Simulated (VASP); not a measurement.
# ZnSe (rocksalt type) (Fm-3m) in VASP: a series of runs, part 3 of 3

VASP 6.6.1. The steps go on from the part before.

**5. Single point, PBE (volume scaled by 0.8)**

File INCAR:

```
SYSTEM = ZnSe
ALGO = Normal ; EDIFF = 1E-6
ENCUT = 520 ; GGA = PE
ISIF = 2 ; ISMEAR = -1
LASPH = .TRUE. ; LCHARG = .TRUE.
LELF = .TRUE. ; LREAL = .FALSE.
LVHAR = .TRUE. ; LWAVE = .FALSE.
NBANDS = 16 ; NELM = 100
PREC = Accurate ; SIGMA = 0.1
```

File KPOINTS:

```
k-points
0
G
  13 13 13
  0 0 0
```

File POSCAR:

```
ZnSe
1.0
    0.0000000000      2.4913950640      2.4913950640
    2.4913950640      0.0000000000      2.4913950640
    2.4913950640      2.4913950640      0.0000000000
Zn Se
1 1
Direct
    0.0000000000      0.0000000000      0.0000000000
    0.5000000000      0.5000000000      0.5000000000
```

Potentials or basis: VASP PAW PBE potentials, release 64 (Zn, Se).

Run with:

```bash
cat potpaw_PBE.64/Zn/POTCAR potpaw_PBE.64/Se/POTCAR > POTCAR
mpirun -np 1 vasp_std > vasp.out
```

OUTCAR:

```text
SYSTEM = ZnSe
   EDIFF = 1E-6
   ENCUT = 520
   GGA = PE
   ISIF = 2
   ISMEAR = -1
   LASPH = .TRUE.
   LREAL = .FALSE.
   NELM = 100
   PREC = Accurate

 ion  position               nearest neighbor table
   1  0.000  0.000  0.000-   2 2.49   2 2.49   2 2.49   2 2.49   2 2.49   2 2.49
   2  0.500  0.500  0.500-   1 2.49   1 2.49   1 2.49   1 2.49   1 2.49   1 2.49

  LATTYP: Found a face centered cubic cell.
 ALAT       =     4.9827901280

  Lattice vectors:

 A1 = (   0.0000000000,   2.4913950640,   2.4913950640)
 A2 = (   2.4913950640,   0.0000000000,   2.4913950640)
 A3 = (   2.4913950640,   2.4913950640,   0.0000000000)

Analysis of symmetry for initial positions (statically):
=====================================================================
 Subroutine PRICEL returns:
 Original cell was already a primitive cell.

 Routine SETGRP: Setting up the symmetry group for a
 face centered cubic supercell.

 Subroutine GETGRP returns: Found 48 space group operations
 (whereof 48 operations were pure point group operations)
 out of a pool of 48 trial point group operations.

The static configuration has the point symmetry O_h .

Analysis of symmetry for dynamics (positions and initial velocities):
=====================================================================
 Subroutine PRICEL returns:
 Original cell was already a primitive cell.

 Routine SETGRP: Setting up the symmetry group for a
 face centered cubic supercell.

 Subroutine GETGRP returns: Found 48 space group operations
 (whereof 48 operations were pure point group operations)
 out of a pool of 48 trial point group operations.

The dynamic configuration has the point symmetry O_h .

 Subroutine INISYM returns: Found 48 space group operations
 (whereof 48 operations are pure point group operations),
 and found     1 'primitive' translations

----------------------------------------------------------------------------------------

                                     Primitive cell

  volume of cell :      30.9284

  direct lattice vectors                    reciprocal lattice vectors
     0.000000000  2.491395064  2.491395064    -0.200690773  0.200690773  0.200690773
     2.491395064  0.000000000  2.491395064     0.200690773 -0.200690773  0.200690773
     2.491395064  2.491395064  0.000000000     0.200690773  0.200690773 -0.200690773

  length of vectors
     3.523364689  3.523364689  3.523364689     0.347606615  0.347606615  0.347606615

  position of ions in fractional coordinates (direct lattice)
     0.000000000  0.000000000  0.000000000
     0.500000000  0.500000000  0.500000000

  ion indices of the primitive-cell ions
   primitive index   ion index
                 1           1
                 2           2

----------------------------------------------------------------------------------------

 KPOINTS: k-points

Automatic generation of k-mesh.
 Grid dimensions read from file:
 generate k-points for:   13   13   13

 Generating k-lattice:

  Cartesian coordinates                     Fractional coordinates (reciprocal lattice)
    -0.015437752  0.015437752  0.015437752     0.076923077  0.000000000  0.000000000
     0.015437752 -0.015437752  0.015437752     0.000000000  0.076923077  0.000000000
     0.015437752  0.015437752 -0.015437752     0.000000000  0.000000000  0.076923077

  Length of vectors
     0.026738970  0.026738970  0.026738970

  Shift w.r.t. Gamma in fractional coordinates (k-lattice)
     0.000000000  0.000000000  0.000000000

 Subroutine IBZKPT returns following result:
 ===========================================

 Found     84 irreducible k-points:

 Following reciprocal coordinates:
            Coordinates               Weight
  0.000000  0.000000  0.000000      1.000000
  0.076923  0.000000  0.000000      8.000000
  0.153846  0.000000  0.000000      8.000000
  0.230769  0.000000  0.000000      8.000000
  0.307692  0.000000  0.000000      8.000000
  0.384615  0.000000  0.000000      8.000000
[... 16 lines left out ...]
  0.384615  0.153846  0.000000     24.000000
  0.461538  0.153846  0.000000     24.000000
 [... further k-points ...]
   k-points           NKPTS =     84   k-points in BZ     NKDIM =     84   number of bands    NBANDS=     16
   number of dos      NEDOS =    301   number of ions     NIONS =      2
   total plane-waves  NPLWV =  21952
   dimension x,y,z NGX =    28 NGY =   28 NGZ =   28
   dimension x,y,z NGXF=    56 NGYF=   56 NGZF=   56
   ions per type =               1   1
   NGX,Y,Z   is equivalent  to a cutoff of  13.21, 13.21, 13.21 a.u.
   NGXF,Y,Z  is equivalent  to a cutoff of  26.42, 26.42, 26.42 a.u.
 SYSTEM =  ZnSe
   PREC   = accura    normal or accurate (medium, high low for compatibility)
   ISTART =      0    job   : 0-new  1-cont  2-samecut
   ICHARG =      2    charge: 1-file 2-atom 10-const
   ISPIN  =      1    spin polarized calculation?
   LNONCOLLINEAR =      F non collinear calculations
   LSORBIT =      F    spin-orbit coupling
   LASPH  =      T    aspherical Exc in radial PAW
   ENCUT  =  520.0 eV  38.22 Ry    6.18 a.u.   6.55  6.55  6.55*2*pi/ulx,y,z
   NELM   =    100;   NELMIN=  2; NELMDL= -5     # of ELM steps
   EDIFF  = 0.1E-05   stopping-criterion for ELM
   LREAL  =      F    real-space projection
   EDIFFG = 0.1E-04   stopping-criterion for IOM
   NSW    =      0    number of steps for IOM
   IBRION =     -1    ionic relax: 0-MD 1-quasi-New 2-CG
   NFREE  =      0    steps in history (QN), initial steepest desc. (CG)
   ISIF   =      2    stress and relaxation
   ISYM   =      2    0-nonsym 1-usesym 2-fastsym
   POTIM  = 0.5000    time-step for ionic-motion
   TEBEG  =    0.0;   TEEND  =   0.0 temperature during run
   PSTRESS=    0.0 pullay stress
   NELECT =      18.0000    total number of electrons
   NUPDOWN=      -1.0000    fix difference up-down
   EMIN   =  10.00;   EMAX   =-10.00  energy-range for DOS
   EFERMI =   0.00;   METHOD = LEGACY
   ISMEAR =    -1;   SIGMA  =   0.10  broadening in eV -4-tet -1-fermi 0-gaus
   EFERMI_NEDOS =   21; number of points for ismear=-14 and -15
   IALGO  =     38    algorithm
   IMIX   =      4    mixing-type and parameters
     AMIX     =   0.40;   BMIX     =  1.00
     AMIX_MAG =   1.60;   BMIX_MAG =  1.00
  volume/ion in A,a.u.               =      15.46       104.36
  Fermi-wavevector in a.u.,A,eV,Ry     =   1.366825  2.582926 25.418566  1.868212
  Thomas-Fermi vector in A             =   2.492932
   LORBIT       =      0    0 simple, 1 ext, 2 COOP (PROOUT), +10 PAW based schemes
   GGA     = PE    functional components
   LHFCALC =     F    Hartree Fock is set to
   AEXX    =    0.0000 exact exchange contribution
   IVDW    =     0    specifies the selected vdW correction
   LEPSILON=     F    determine dielectric tensor
   LRPA    =     F    only Hartree local field effects (RPA)
 non-spin polarized calculation
  energy-cutoff  :      520.00
  volume of cell :       30.93
 maximum number of plane-waves:       869
   NGX = 13   NGY = 13   NGZ = 13

 number of electron      18.0000001 magnetization

 Free energy of the ion-electron system (eV)
  ---------------------------------------------------
  ext. energy  EPLUGINS =         0.00000000
  ---------------------------------------------------
  free energy    TOTEN  =        -4.89373550 eV

  energy without entropy =       -4.87903291  energy(sigma->0) =       -4.88638421

 E-fermi :   5.5197     XC(G=0): -11.5132

 val. band max:        5.5077573144   @ k =  -0.3077   0.0769   0.0000
 cond. band min:       5.5437283433   @ k =  -0.1538   0.1538   0.0000
 fundamental gap:      0.0359710289
 Fermi energy:         5.5197116985

 k-point     1 :       0.0000    0.0000    0.0000
  band No.  band energies     occupation
      1     -10.1822      2.00000
      2      -1.7579      2.00000
      3      -1.7579      2.00000
      4      -1.7391      2.00000
      5      -1.7391      2.00000
      6      -1.7391      2.00000
[... 8 lines left out ...]
     15      16.4226      0.00000
     16      16.4226      0.00000

 k-point     2 :       0.0769    0.0000    0.0000
  band No.  band energies     occupation
      1     -10.0990      2.00000
      2      -1.7822      2.00000
      3      -1.7822      2.00000
      4      -1.7519      2.00000
      5      -1.7297      2.00000
      6      -1.7297      2.00000
[... 8 lines left out ...]
     15      15.5471      0.00000
     16      16.2397      0.00000
[... 387 lines left out ...]
      5      -1.6076      2.00000
      6      -1.5560      2.00000
[... 8 lines left out ...]
     15      19.4702      0.00000
     16      19.8786      0.00000

 k-point    24 :       0.4615    0.1538    0.0000
  band No.  band energies     occupation
      1      -8.1713      2.00000
      2      -2.6443      2.00000
      3      -2.0895      2.00000
      4      -2.0538      2.00000
      5      -1.5649      2.00000
      6      -1.5322      2.00000
[... 8 lines left out ...]
     15      20.7728      0.00000
     16      20.9783      0.00000

 [... further k-points ...]
[... 5 lines left out ...]
  --------------------------------------------------------------------------------------
  -------------------------------------------------------------------------------------
  Total        5.1886280      5.1886280      5.1886280     -0.0000000      0.0000000      0.0000000
  in kB      268.7851828    268.7851828    268.7851828     -0.0000000      0.0000000      0.0000000
  external PRESSURE =     268.7851828 kB  Pullay stress =       0.0000000 kB

 VOLUME and BASIS-vectors are now :
 -----------------------------------------------------------------------------
  energy-cutoff  :      520.00
  volume of cell :       30.93
      direct lattice vectors                 reciprocal lattice vectors
     0.000000000  2.491395064  2.491395064    -0.200690773  0.200690773  0.200690773
     2.491395064  0.000000000  2.491395064     0.200690773 -0.200690773  0.200690773
     2.491395064  2.491395064  0.000000000     0.200690773  0.200690773 -0.200690773

 POSITION                                       TOTAL-FORCE (eV/Angst)
 -----------------------------------------------------------------------------------
      0.00000      0.00000      0.00000         0.000000      0.000000     -0.000000
      2.49140      2.49140      2.49140        -0.000000     -0.000000      0.000000
 -----------------------------------------------------------------------------------
    total drift:                               -0.000000      0.000000      0.000000

  FREE ENERGIE OF THE ION-ELECTRON SYSTEM (eV)
  ---------------------------------------------------
  free  energy   TOTEN  =        -4.8937355010 eV

  energy  without entropy=       -4.8790329098  energy(sigma->0) =       -4.88638421
```

It took 27 s on 1 thread of Intel Xeon Platinum 8488C (Sapphire Rapids), shared host; peak memory 0.18 GiB.

What came out:

```yaml
Free_energy: -4.8937 eV
Pressure: 26.9 GPa
Band_gap_on_the_k_mesh: zero (band 9 reaches 5.58 eV, above the bottom of band 10 at 4.46 eV)
```

**6. The runs side by side**

| cell | gap on the mesh (eV) | pressure (GPa) |
| --- | --- | --- |
| a = 3.271 Å, angles 60.0°, 2 atoms | none | 89.2 |
| a = 3.402 Å, angles 60.0°, 2 atoms | none | 50.2 |
| a = 3.523 Å, angles 60.0°, 2 atoms | none | 26.9 |

Alike in all rows: task single point; level PBE; potentials or basis VASP PAW PBE potentials, release 64 (Zn, Se); no spin polarisation; k mesh 13 × 13 × 13; cutoff (eV) 520; smearing fermi-dirac 0.1 eV.

Absolute energies hang on the potentials; compare differences alone.
